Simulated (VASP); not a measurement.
# KMgF3 (Pm-3m) in VASP: notebook, part 2 of 2

VASP 6.6.1. The steps go on from the part before.

## Step 4: Single point, PBE

This run uses another cell than the first one, of 11.36 Å³/atom, 1.252 times its volume.

The input, INCAR:

```
  ALGO = Normal
  EDIFF = 1E-6
  ENCUT = 520
  GGA = PE
  ISIF = 2
  ISMEAR = 0
  LASPH = T
  LCHARG = T
  LELF = T
  LREAL = F
  LVHAR = T
  LWAVE = F
  NBANDS = 24
  NELM = 60
  PREC = Accurate
  SIGMA = 0.02
```

The input, KPOINTS:

```
k-points
0
Gamma
  6 6 6
```

The input, POSCAR:

```
KMgF3
1.0
    3.8443443978      0.0000000000      0.0000000000
    0.0000000000      3.8443443978      0.0000000000
    0.0000000000      0.0000000000      3.8443443978
K Mg F
1 1 3
Direct
    0.5000000000      0.5000000000      0.5000000000
    0.0000000000      0.0000000000      0.0000000000
    0.0000000000      0.5000000000      0.0000000000
    0.0000000000      0.0000000000      0.5000000000
    0.5000000000      0.0000000000      0.0000000000
```

Potentials or basis: VASP PAW PBE potentials, release 64 (K_sv, Mg, F).

Run with:

```sh
$ cat potpaw_PBE.64/K_sv/POTCAR potpaw_PBE.64/Mg/POTCAR potpaw_PBE.64/F/POTCAR > POTCAR
$ mpirun -np 1 vasp_std > vasp.out
```

OUTCAR:

```text
EDIFF = 1E-6
   ENCUT = 520
   GGA = PE
   ISIF = 2
   ISMEAR = 0
   LASPH = T
   LREAL = F
   NELM = 60
   PREC = Accurate

 ion  position               nearest neighbor table
   1  0.500  0.500  0.500-   3 2.72   4 2.72   5 2.72   3 2.72   5 2.72   4 2.72   5 2.72   5 2.72
                             3 2.72   4 2.72   3 2.72   4 2.72   2 3.33   2 3.33   2 3.33   2 3.33
   2  0.000  0.000  0.000-   3 1.92   4 1.92   5 1.92   4 1.92   3 1.92   5 1.92   1 3.33   1 3.33
                             1 3.33   1 3.33   1 3.33   1 3.33   1 3.33   1 3.33
   3  0.000  0.500  0.000-   2 1.92   2 1.92   1 2.72   1 2.72   1 2.72   1 2.72
   4  0.000  0.000  0.500-   2 1.92   2 1.92   1 2.72   1 2.72   1 2.72   1 2.72
   5  0.500  0.000  0.000-   2 1.92   2 1.92   1 2.72   1 2.72   1 2.72   1 2.72

  LATTYP: Found a simple cubic cell.
 ALAT       =     3.8443443978

  Lattice vectors:

 A1 = (   3.8443443978,   0.0000000000,   0.0000000000)
 A2 = (   0.0000000000,   3.8443443978,   0.0000000000)
 A3 = (   0.0000000000,   0.0000000000,   3.8443443978)

Analysis of symmetry for initial positions (statically):
=====================================================================
 Subroutine PRICEL returns:
 Original cell was already a primitive cell.

 Routine SETGRP: Setting up the symmetry group for a
 simple cubic supercell.

 Subroutine GETGRP returns: Found 48 space group operations
 (whereof 48 operations were pure point group operations)
 out of a pool of 48 trial point group operations.

The static configuration has the point symmetry O_h .

Analysis of symmetry for dynamics (positions and initial velocities):
=====================================================================
 Subroutine PRICEL returns:
 Original cell was already a primitive cell.

 Routine SETGRP: Setting up the symmetry group for a
 simple cubic supercell.

 Subroutine GETGRP returns: Found 48 space group operations
 (whereof 48 operations were pure point group operations)
 out of a pool of 48 trial point group operations.
[... 123 lines left out ...]
  volume/ion in A,a.u.               =      11.36        76.68
  Fermi-wavevector in a.u.,A,eV,Ry     =   1.351977  2.554865 24.869286  1.827841
  Thomas-Fermi vector in A             =   2.479354
   LORBIT       =      0    0 simple, 1 ext, 2 COOP (PROOUT), +10 PAW based schemes
   GGA     = PE    functional components
   LHFCALC =     F    Hartree Fock is set to
   AEXX    =    0.0000 exact exchange contribution
   IVDW    =     0    specifies the selected vdW correction
   LEPSILON=     F    determine dielectric tensor
   LRPA    =     F    only Hartree local field effects (RPA)
 non-spin polarized calculation
 Gauss-broadening in eV      SIGMA  =   0.02
  energy-cutoff  :      520.00
  volume of cell :       56.82
 maximum number of plane-waves:      1568
 NGX is ok and might be reduce to    30
   NGX = 15   NGY = 15   NGZ = 15

 number of electron      32.0000042 magnetization

 Free energy of the ion-electron system (eV)
  ---------------------------------------------------
  ext. energy  EPLUGINS =         0.00000000
  ---------------------------------------------------
  free energy    TOTEN  =       -24.05502724 eV

  energy without entropy =      -24.05502724  energy(sigma->0) =      -24.05502724

 E-fermi :  -0.8557     XC(G=0): -10.2361

 val. band max:       -1.0095094398   @ k =   0.5000   0.5000   0.5000
 cond. band min:       7.1725716256   @ k =   0.0000   0.0000   0.0000
 fundamental gap:      8.1820810654
 Fermi energy:        -0.8557444911

 k-point     1 :       0.0000    0.0000    0.0000
  band No.  band energies     occupation
      1     -26.4716      2.00000
      2     -21.4307      2.00000
      3     -20.6285      2.00000
      4     -20.6285      2.00000
      5      -9.9789      2.00000
      6      -9.9789      2.00000
[... 529 lines left out ...]
     23      15.2958      0.00000
     24      15.2958      0.00000

------------------------ aborting loop because EDIFF is reached ----------------------------------------

  FORCE on cell =-STRESS in cart. coord.  units (eV):
  Direction    XX          YY          ZZ          XY          YZ          ZX
  --------------------------------------------------------------------------------------
  -------------------------------------------------------------------------------------
  Total        5.2045551      5.2045551      5.2045551      0.0000000      0.0000000      0.0000000
  in kB      146.7666320    146.7666320    146.7666320      0.0000000      0.0000000      0.0000000
  external PRESSURE =     146.7666320 kB  Pullay stress =       0.0000000 kB

 VOLUME and BASIS-vectors are now :
 -----------------------------------------------------------------------------
  energy-cutoff  :      520.00
  volume of cell :       56.82
      direct lattice vectors                 reciprocal lattice vectors
     3.844344398  0.000000000  0.000000000     0.260122376  0.000000000  0.000000000
     0.000000000  3.844344398  0.000000000     0.000000000  0.260122376  0.000000000
     0.000000000  0.000000000  3.844344398     0.000000000  0.000000000  0.260122376

 POSITION                                       TOTAL-FORCE (eV/Angst)
 -----------------------------------------------------------------------------------
      1.92217      1.92217      1.92217         0.000000      0.000000      0.000000
      0.00000      0.00000      0.00000         0.000000      0.000000      0.000000
      0.00000      1.92217      0.00000         0.000000      0.000000      0.000000
      0.00000      0.00000      1.92217         0.000000      0.000000      0.000000
      1.92217      0.00000      0.00000         0.000000      0.000000      0.000000
 -----------------------------------------------------------------------------------
    total drift:                                0.000000     -0.000000      0.000000

  FREE ENERGIE OF THE ION-ELECTRON SYSTEM (eV)
  ---------------------------------------------------
  free  energy   TOTEN  =       -24.0550272372 eV

  energy  without entropy=      -24.0550272372  energy(sigma->0) =      -24.05502724
```

It took 27 s on 1 thread of Intel Xeon Platinum 8488C (Sapphire Rapids), shared host; peak memory 0.18 GiB.

Results:

```
Free energy            : -24.0550 eV
Pressure               : 14.7 GPa
Band gap on the k mesh : 8.18 eV, indirect (least direct gap 8.50 eV)
```

Levels at points of the mesh, in eV from the valence-band top:
```tsv
k point	band 12	band 13	band 14	band 15	band 16	band 17	band 18	band 19	band 20	band 21
(0.00, 0.00, 0.00)	-0.74	-0.74	-0.32	-0.32	-0.32	8.18	10.21	10.21	12.50	12.50
(0.50, 0.00, 0.00)	-1.05	-0.99	-0.99	-0.60	-0.60	10.81	11.41	11.62	13.17	13.35
(0.50, 0.50, 0.00)	-1.24	-1.23	-0.98	-0.98	-0.03	11.54	12.22	13.32	13.32	13.73
(0.50, 0.50, 0.50)	-1.22	-1.22	0.00	0.00	0.00	10.87	10.87	10.87	14.57	14.57
```

A k mesh can miss the band edges.

## Step 5: Single point, PBE

This run uses another cell than the first one, of 11.36 Å³/atom, 1.252 times its volume.

The input, INCAR:

```
SYSTEM = KMgF3
PREC = Accurate
ENCUT = 520
EDIFF = 1E-6
ISMEAR = 0
SIGMA = 0.02
LREAL = .FALSE.
LASPH = .TRUE.
NELM = 100
ALGO = Normal
ISIF = 2
LWAVE = .FALSE.
LCHARG = .FALSE.
GGA = PE
NBANDS = 24
```

The input, KPOINTS:

```
regular mesh
0
G
  6 6 6
  0 0 0
```

POSCAR is that of step 4.

Run with:

```sh
$ cat potpaw_PBE.64/K_sv/POTCAR potpaw_PBE.64/Mg/POTCAR potpaw_PBE.64/F/POTCAR > POTCAR
$ mpirun -np 1 vasp_std > vasp.out
```

Wall time 25 s (1 thread of Intel Xeon Platinum 8488C (Sapphire Rapids), shared host); peak memory 0.18 GiB.

It converged, with:

```yaml
Free_energy: -24.0550 eV
Pressure: 14.7 GPa
Band_gap_on_the_k_mesh: 8.18 eV, indirect (least direct gap 8.50 eV)
```

Levels at points of the mesh, in eV from the valence-band top:
```tsv
k point	band 13	band 14	band 15	band 16	band 17	band 18	band 19	band 20
(0.00, 0.00, 0.00)	-0.74	-0.32	-0.32	-0.32	8.18	10.21	10.21	12.50
(0.50, 0.00, 0.00)	-0.99	-0.99	-0.60	-0.60	10.81	11.41	11.62	13.17
(0.50, 0.50, 0.00)	-1.23	-0.98	-0.98	-0.03	11.54	12.22	13.32	13.32
(0.50, 0.50, 0.50)	-1.22	0.00	0.00	0.00	10.87	10.87	10.87	14.57
```

A k mesh can miss the band edges. As with any semilocal functional, this PBE gap is likely too small.

## Step 6: Summary

```tsv
cell	gap on the mesh (eV)	pressure (GPa)
a = 3.567 Å, 5 atoms	10.38	60.5
a = 3.722 Å, 5 atoms	9.07	29.8
a = 3.844 Å, 5 atoms	8.18	14.7
```

Alike in all rows: task single point; level PBE; potentials or basis VASP PAW PBE potentials, release 64 (K_sv, Mg, F); no spin polarisation; k mesh 6 × 6 × 6; cutoff (eV) 520; smearing gaussian 0.02 eV.

Total energies depend on the potentials used, so only differences within one code and one set of settings carry meaning.
